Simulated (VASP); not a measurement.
# ReIrS4 (F-43m) in VASP: relaxation of cell and atoms with PBE

Aim: the relaxation of cell and atoms of ReIrS4 with PBE.

All numbers are computed with VASP 6.6.1; they aren't measurements. Logs are shortened: lines on timing, memory, paths and dates and some standing lists are left out, and cuts for length are marked.

## Step 1: The cell of the first run

The structure is cubic, space group F-43m (No. 216). The conventional cell has a = 7.506 Å, b = 7.506 Å, c = 7.506 Å, α = 90.00°, β = 90.00°, γ = 90.00°. Within 4.1 Å of Re (site symmetry -43m) lie 12 S at 3.11 Å and 4 Ir at 3.25 Å. Ir (site symmetry -43m) has 12 S at 3.11 Å and 4 Re at 3.25 Å within 4.1 Å. S (site symmetry 3m) has 6 S at 2.65 Å and 3 Re at 3.11 Å and 3 Ir at 3.11 Å within 3.5 Å.

## Step 2: Relaxation of cell and atoms, PBE, collinear spin

The input, INCAR:

```
SYSTEM = ReIrS4
PREC = Accurate
ENCUT = 600
EDIFF = 1E-6
ISMEAR = 0
SIGMA = 0.1
LREAL = .False.
LASPH = .True.
NELM = 150
ALGO = Normal
ISIF = 3
LWAVE = .False.
LCHARG = .False.
ISPIN = 2
MAGMOM = 2.49 -0.6 -0.16 -0.16 -0.16 -0.16
LORBIT = 11
LMAXMIX = 4
GGA = PE
IBRION = 2
NSW = 90
EDIFFG = -0.04
```

The input, KPOINTS:

```
Automatic mesh
0
Gamma
  4 4 4
  0 0 0
```

The input, POSCAR:

```
ReIrS4
1.0
    0.0000000000      3.7530244508      3.7530244508
    3.7530244508      0.0000000000      3.7530244508
    3.7530244508      3.7530244508      0.0000000000
Re Ir S
1 1 4
Direct
    0.0000000000      0.0000000000      0.0000000000
    0.7500000000      0.7500000000      0.7500000000
    0.3750000000      0.8750000000      0.3750000000
    0.3750000000      0.3750000000      0.8750000000
    0.3750000000      0.3750000000      0.3750000000
    0.8750000000      0.3750000000      0.3750000000
```

Potentials or basis: VASP PAW PBE potentials, release 64 (Re, Ir, S).

On the command line:

```sh
$ cat potpaw_PBE.64/Re/POTCAR potpaw_PBE.64/Ir/POTCAR potpaw_PBE.64/S/POTCAR > POTCAR
$ mpirun -np 1 vasp_std > vasp.out
```

OUTCAR:

```text
SYSTEM = ReIrS4
   PREC = Accurate
   ENCUT = 600
   EDIFF = 1E-6
   ISMEAR = 0
   LREAL = .False.
   LASPH = .True.
   NELM = 150
   ISIF = 3
   ISPIN = 2
   LORBIT = 11
   GGA = PE
   IBRION = 2
   NSW = 90
   EDIFFG = -0.04

 ion  position               nearest neighbor table
   1  0.000  0.000  0.000-   3 3.11   4 3.11   6 3.11   3 3.11   5 3.11   6 3.11   4 3.11   5 3.11
                             6 3.11   3 3.11   4 3.11   5 3.11   2 3.25   2 3.25   2 3.25   2 3.25
   2  0.750  0.750  0.750-   1 3.25   1 3.25   1 3.25   1 3.25
   3  0.375  0.875  0.375-   5 2.65   4 2.65   4 2.65   5 2.65   6 2.65   6 2.65   1 3.11   1 3.11
                             1 3.11
   4  0.375  0.375  0.875-   5 2.65   3 2.65   5 2.65   6 2.65   3 2.65   6 2.65   1 3.11   1 3.11
                             1 3.11
   5  0.375  0.375  0.375-   3 2.65   4 2.65   6 2.65   4 2.65   3 2.65   6 2.65   1 3.11   1 3.11
                             1 3.11
   6  0.875  0.375  0.375-   5 2.65   4 2.65   3 2.65   3 2.65   4 2.65   5 2.65   1 3.11   1 3.11
                             1 3.11

  LATTYP: Found a face centered cubic cell.
 ALAT       =     7.5060489016

  Lattice vectors:

 A1 = (   0.0000000000,   3.7530244508,   3.7530244508)
 A2 = (   3.7530244508,   0.0000000000,   3.7530244508)
 A3 = (   3.7530244508,   3.7530244508,   0.0000000000)

Analysis of symmetry for initial positions (statically):
=====================================================================
 Subroutine PRICEL returns:
 Original cell was already a primitive cell.

 Routine SETGRP: Setting up the symmetry group for a
 face centered cubic supercell.

 Subroutine GETGRP returns: Found 24 space group operations
 (whereof 24 operations were pure point group operations)
 out of a pool of 48 trial point group operations.

The static configuration has the point symmetry T_d .

Analysis of symmetry for dynamics (positions and initial velocities):
=====================================================================
 Subroutine PRICEL returns:
 Original cell was already a primitive cell.

 Routine SETGRP: Setting up the symmetry group for a
 face centered cubic supercell.

 Subroutine GETGRP returns: Found 24 space group operations
 (whereof 24 operations were pure point group operations)
 out of a pool of 48 trial point group operations.

The dynamic configuration has the point symmetry T_d .

Analysis of structural, dynamic, and magnetic symmetry:
=====================================================================
 Subroutine PRICEL returns:
 Original cell was already a primitive cell.

 Routine SETGRP: Setting up the symmetry group for a
 face centered cubic supercell.

 Subroutine GETGRP returns: Found 24 space group operations
 (whereof 24 operations were pure point group operations)
 out of a pool of 48 trial point group operations.

The overall configuration has the point symmetry T_d .

 Subroutine INISYM returns: Found 24 space group operations
 (whereof 24 operations are pure point group operations),
 and found     1 'primitive' translations

----------------------------------------------------------------------------------------

                                     Primitive cell

  volume of cell :     105.7241

  direct lattice vectors                    reciprocal lattice vectors
     0.000000000  3.753024451  3.753024451    -0.133225884  0.133225884  0.133225884
     3.753024451  0.000000000  3.753024451     0.133225884 -0.133225884  0.133225884
     3.753024451  3.753024451  0.000000000     0.133225884  0.133225884 -0.133225884

  length of vectors
     5.307578078  5.307578078  5.307578078     0.230754000  0.230754000  0.230754000

  position of ions in fractional coordinates (direct lattice)
     0.000000000  0.000000000  0.000000000
     0.750000000  0.750000000  0.750000000
     0.375000000  0.875000000  0.375000000
     0.375000000  0.375000000  0.875000000
     0.375000000  0.375000000  0.375000000
     0.875000000  0.375000000  0.375000000

  ion indices of the primitive-cell ions
   primitive index   ion index
                 1           1
                 2           2
                 3           3
                 4           4
                 5           5
                 6           6

----------------------------------------------------------------------------------------

 KPOINTS: Automatic mesh

Automatic generation of k-mesh.
 Grid dimensions read from file:
 generate k-points for:    4    4    4

 Generating k-lattice:

  Cartesian coordinates                     Fractional coordinates (reciprocal lattice)
    -0.033306471  0.033306471  0.033306471     0.250000000  0.000000000  0.000000000
     0.033306471 -0.033306471  0.033306471     0.000000000  0.250000000  0.000000000
     0.033306471  0.033306471 -0.033306471     0.000000000  0.000000000  0.250000000

  Length of vectors
     0.057688500  0.057688500  0.057688500

  Shift w.r.t. Gamma in fractional coordinates (k-lattice)
     0.000000000  0.000000000  0.000000000

 Subroutine IBZKPT returns following result:
 ===========================================

 Found      8 irreducible k-points:

 Following reciprocal coordinates:
            Coordinates               Weight
  0.000000  0.000000  0.000000      1.000000
  0.250000  0.000000  0.000000      8.000000
  0.500000  0.000000  0.000000      4.000000
  0.250000  0.250000  0.000000      6.000000
  0.500000  0.250000  0.000000     24.000000
 -0.250000  0.250000  0.000000     12.000000
  0.500000  0.500000  0.000000      3.000000
 -0.250000  0.500000  0.250000      6.000000
   k-points           NKPTS =      8   k-points in BZ     NKDIM =      8   number of bands    NBANDS=     25
   number of dos      NEDOS =    301   number of ions     NIONS =      6
   total plane-waves  NPLWV =  74088
   dimension x,y,z NGX =    42 NGY =   42 NGZ =   42
   dimension x,y,z NGXF=    84 NGYF=   84 NGZF=   84
   ions per type =               1   1   4
   NGX,Y,Z   is equivalent  to a cutoff of  13.16, 13.16, 13.16 a.u.
   NGXF,Y,Z  is equivalent  to a cutoff of  26.31, 26.31, 26.31 a.u.
 SYSTEM =  ReIrS4
   PREC   = accura    normal or accurate (medium, high low for compatibility)
   ISTART =      0    job   : 0-new  1-cont  2-samecut
   ICHARG =      2    charge: 1-file 2-atom 10-const
   ISPIN  =      2    spin polarized calculation?
   LNONCOLLINEAR =      F non collinear calculations
   LSORBIT =      F    spin-orbit coupling
   LASPH  =      T    aspherical Exc in radial PAW
   ENCUT  =  600.0 eV  44.10 Ry    6.64 a.u.  10.60 10.60 10.60*2*pi/ulx,y,z
   NELM   =    150;   NELMIN=  2; NELMDL= -5     # of ELM steps
   EDIFF  = 0.1E-05   stopping-criterion for ELM
   LREAL  =      F    real-space projection
   EDIFFG = -.4E-01   stopping-criterion for IOM
   NSW    =     90    number of steps for IOM
   IBRION =      2    ionic relax: 0-MD 1-quasi-New 2-CG
   NFREE  =      1    steps in history (QN), initial steepest desc. (CG)
   ISIF   =      3    stress and relaxation
   ISYM   =      2    0-nonsym 1-usesym 2-fastsym
   POTIM  = 0.5000    time-step for ionic-motion
   TEBEG  =    0.0;   TEEND  =   0.0 temperature during run
   PSTRESS=    0.0 pullay stress
   NELECT =      40.0000    total number of electrons
   NUPDOWN=      -1.0000    fix difference up-down
   EMIN   =  10.00;   EMAX   =-10.00  energy-range for DOS
   EFERMI =   0.00;   METHOD = LEGACY
   ISMEAR =     0;   SIGMA  =   0.10  broadening in eV -4-tet -1-fermi 0-gaus
   EFERMI_NEDOS =   21; number of points for ismear=-14 and -15
   IALGO  =     38    algorithm
   IMIX   =      4    mixing-type and parameters
     AMIX     =   0.40;   BMIX     =  1.00
     AMIX_MAG =   1.60;   BMIX_MAG =  1.00
  volume/ion in A,a.u.               =      17.62       118.91
  Fermi-wavevector in a.u.,A,eV,Ry     =   1.184050  2.237530 19.075025  1.401975
  Thomas-Fermi vector in A             =   2.320272
   LORBIT       =     11    0 simple, 1 ext, 2 COOP (PROOUT), +10 PAW based schemes
   GGA     = PE    functional components
   LHFCALC =     F    Hartree Fock is set to
   AEXX    =    0.0000 exact exchange contribution
   IVDW    =     0    specifies the selected vdW correction
   LEPSILON=     F    determine dielectric tensor
   LRPA    =     F    only Hartree local field effects (RPA)
 conjugate gradient relaxation of ions
 spin polarized calculation
 Gauss-broadening in eV      SIGMA  =   0.10
  energy-cutoff  :      600.00
  volume of cell :      105.72
 maximum number of plane-waves:      3548
   NGX = 21   NGY = 21   NGZ = 21

--------------------------------------- Ionic step        1  -------------------------------------------

 number of electron      39.9999999 magnetization      -0.0574572

 number of electron      39.9999997 magnetization       1.2477840

 Free energy of the ion-electron system (eV)
  ---------------------------------------------------
  ext. energy  EPLUGINS =         0.00000000
  ---------------------------------------------------
  free energy    TOTEN  =       -26.33429336 eV

  energy without entropy =      -26.29109148  energy(sigma->0) =      -26.31269242

------------------------ aborting loop because EDIFF is reached ----------------------------------------

  FORCE on cell =-STRESS in cart. coord.  units (eV):
  Direction    XX          YY          ZZ          XY          YZ          ZX
  --------------------------------------------------------------------------------------
  -------------------------------------------------------------------------------------
  Total       -7.7413965     -7.7413965     -7.7413965      0.0000000      0.0000000      0.0000000
  in kB     -117.3155866   -117.3155866   -117.3155866      0.0000000      0.0000000      0.0000000
  external PRESSURE =    -117.3155866 kB  Pullay stress =       0.0000000 kB
[... 145 lines left out ...]
  energy  without entropy=      -27.1301927094  energy(sigma->0) =      -27.15350060

--------------------------------------- Ionic step        5  -------------------------------------------

 number of electron      40.0000000 magnetization       0.0026066

 Free energy of the ion-electron system (eV)
  ---------------------------------------------------
  ext. energy  EPLUGINS =         0.00000000
  ---------------------------------------------------
  free energy    TOTEN  =       -27.17768007 eV

  energy without entropy =      -27.13104797  energy(sigma->0) =      -27.15436402

 E-fermi :   9.2263     XC(G=0): -12.2748

 val. band max:        9.1403755155   @ k =   0.5000   0.2500   0.0000
 cond. band min:       9.2283270188   @ k =   0.5000   0.2500   0.0000
 fundamental gap:      0.0879515034
 Fermi energy:         9.2263240883

 spin component 1

 k-point     1 :       0.0000    0.0000    0.0000
  band No.  band energies     occupation
      1      -9.1192      1.00000
      2      -3.2781      1.00000
      3      -3.2781      1.00000
      4      -3.2781      1.00000
      5      -1.1470      1.00000
      6       1.4242      1.00000
[... 213 lines left out ...]
     24      10.3123      0.00000
     25      11.0168      0.00000
 Fermi energy:         9.2263240883

 spin component 2

 k-point     1 :       0.0000    0.0000    0.0000
  band No.  band energies     occupation
      1      -9.1192      1.00000
      2      -3.2781      1.00000
      3      -3.2781      1.00000
      4      -3.2781      1.00000
      5      -1.1469      1.00000
      6       1.4243      1.00000
[... 246 lines left out ...]
  FREE ENERGIE OF THE ION-ELECTRON SYSTEM (eV)
  ---------------------------------------------------
  free  energy   TOTEN  =       -27.1776800727 eV

  energy  without entropy=      -27.1310479651  energy(sigma->0) =      -27.15436402

 reached required accuracy - stopping structural energy minimisation

 total charge

# of ion       s       p       d       tot
------------------------------------------
    1        0.394   0.260   4.651   5.305
    2        0.522   0.297   7.040   7.859
    3        1.452   2.036   0.000   3.488
    4        1.452   2.036   0.000   3.488
    5        1.452   2.036   0.000   3.488
    6        1.452   2.036   0.000   3.488
--------------------------------------------------
tot          6.725   8.701  11.691  27.117

 magnetization (x)

# of ion       s       p       d       tot
------------------------------------------
    1        0.000   0.000   0.002   0.002
    2       -0.000   0.000   0.000   0.000
    3        0.000   0.000   0.000   0.000
    4        0.000   0.000   0.000   0.000
    5        0.000   0.000   0.000   0.000
    6        0.000   0.000   0.000   0.000
--------------------------------------------------
tot          0.000   0.000   0.002   0.002
```

It took 6.7 min on 1 thread of Intel Xeon Platinum 8375C at 2.90GHz (Ice Lake), shared host; peak memory 0.36 GiB.

Results:

| Quantity | Value |
| --- | --- |
| Free energy | -27.1777 eV |
| Relaxed volume | 14.74 Å³/atom |
| Relaxed cell | a = 5.001 Å, b = 5.001 Å, c = 5.001 Å, α = 60.00°, β = 60.00°, γ = 60.00° |
| Space group after relaxing (to 0.1 Å) | F-43m (No. 216) |
| Energy gained by relaxing | 140.6 meV/atom |
| Ionic steps | 5 |
| Pressure after relaxing | -0.3 GPa |
| Band gap on the k mesh | zero (filled and empty bands overlap) |
| Net moment | 0.00 μB per cell |
| Valence electrons inside the program's atomic spheres | Re 5.30; Ir 7.86; S 3.49 |

The path:
```csv
step,energy change (eV),largest force (eV/Å),pressure (GPa),volume (Å³)
1,0.0000,0.0002,-11.73,105.72
2,-0.8381,0.0767,1.47,87.19
3,-0.8428,0.0821,0.08,88.16
4,-0.8425,0.0840,-0.36,88.49
5,-0.8434,0.0176,-0.31,88.47
```

Final structure:
```yaml
crystal:
  lattice:
    - [0.00000, 3.53657, 3.53657]
    - [3.53657, 0.00000, 3.53657]
    - [3.53657, 3.53657, 0.00000]
  atoms:
    - { symbol: Re, position: [0.00000, 0.00000, 0.00000] }
    - { symbol: Ir, position: [0.75000, 0.75000, 0.75000] }
    - { symbol: S, position: [0.37533, 0.87403, 0.37533] }
    - { symbol: S, position: [0.37533, 0.37533, 0.87403] }
    - { symbol: S, position: [0.37533, 0.37533, 0.37533] }
    - { symbol: S, position: [0.87403, 0.37533, 0.37533] }
```

Caveat: the k points lie up to 0.38 Å⁻¹ apart in the final cell, too coarse for converged energies and pressures of a metal; the volume moved by over 15 % at a fixed basis, so the end points are rough; spin-orbit coupling is left out, which moves the levels of the heavy elements.
